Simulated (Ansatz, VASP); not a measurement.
Two plane-wave programs on TePb

INCAR

```
SYSTEM = TePb
ALGO = Normal
EDIFF = 1E-6
ENCUT = 500
GGA = PE
GGA_COMPAT = .FALSE.
ISIF = 2
ISMEAR = 0
IVDW = 12
LASPH = .TRUE.
LCHARG = .FALSE.
LREAL = .FALSE.
LWAVE = .FALSE.
NBANDS = 17
NELM = 120
PREC = Accurate
SIGMA = 0.01
```

File KPOINTS:

```
k-points
0
G
  6 6 6
  0 0 0
```

The input POSCAR:

```
TePb
1.0
    0.0000000000      3.2310000000      3.2310000000
    3.2310000000      0.0000000000      3.2310000000
    3.2310000000      3.2310000000      0.0000000000
Te Pb
1 1
Direct
    0.5000000000      0.5000000000      0.5000000000
    0.0000000000      0.0000000000      0.0000000000
```

Input for Ansatz:

```yaml
crystal:
  lattice:
    - [0.0, 3.231, 3.231]
    - [3.231, 0.0, 3.231]
    - [3.231, 3.231, 0.0]
  atoms:
    - { symbol: Te, position: [0.5, 0.5, 0.5] }
    - { symbol: Pb, position: [0.0, 0.0, 0.0] }
basis:
  ecutwfc: 489.804952427784
kpoints:
  mp_grid:
    grid: [6, 6, 6]
    shift: [0.0, 0.0, 0.0]
  band_path:
    path:
      - [0.0, 0.0, -0.5000000000000001]
      - [0.0, -0.003085377726779486, -0.5030853777267795]
      - [0.0, 0.003085377726779486, -0.4969146222732206]
      - [-0.003085377726779486, 0.0, -0.5030853777267795]
      - [0.003085377726779486, 0.0, -0.4969146222732206]
      - [-0.003085377726779486, -0.003085377726779486, -0.5000000000000001]
      - [0.003085377726779486, 0.003085377726779486, -0.5000000000000001]
      - [0.003085377726779486, 0.003085377726779486, -0.49382924454644106]
      - [-0.003085377726779486, 0.003085377726779486, -0.5000000000000001]
      - [0.003085377726779486, -0.003085377726779486, -0.5000000000000001]
      - [-0.003085377726779486, -0.003085377726779486, -0.506170755453559]
      - [0.003085377726779486, 0.006170755453558972, -0.4969146222732206]
      - [-0.003085377726779486, 0.0, -0.4969146222732206]
      - [0.003085377726779486, 0.0, -0.5030853777267795]
      - [-0.003085377726779486, -0.006170755453558972, -0.5030853777267795]
      - [0.006170755453558972, 0.003085377726779486, -0.4969146222732206]
      - [0.0, -0.003085377726779486, -0.4969146222732206]
      - [0.0, 0.003085377726779486, -0.5030853777267795]
      - [-0.006170755453558972, -0.003085377726779486, -0.5030853777267795]
    npoints: 1
hamiltonian:
  xc: pbe
  dispersion: d3bj
scf:
  occupations:
    method: fixed
```

Alike in both runs: task single point; functional PBE; dispersion D3(BJ); k mesh 6 × 6 × 6; no spin polarisation.

|  | VASP | Ansatz |
| --- | --- | --- |
| version | VASP 6.6.1 | Ansatz 0.2.0 |
| potentials or method | VASP PAW PBE potentials, release 64 (Te, Pb_d), cutoff 500 eV | plane waves, PAW |
| occupations | gaussian, width 0.01 eV | fixed |
| valence electrons in the cell | 20 | 30 |

|  | VASP | Ansatz | Ansatz less VASP |
| --- | --- | --- | --- |
| gap on the k mesh at the Fermi level (eV) | 0.74 | 0.73 | -0.005 |

VASP's potentials hold 20 valence electrons a cell and Ansatz's 30, so a difference there can come from the potentials and not from the codes.

Neither program's run includes spin-orbit coupling.
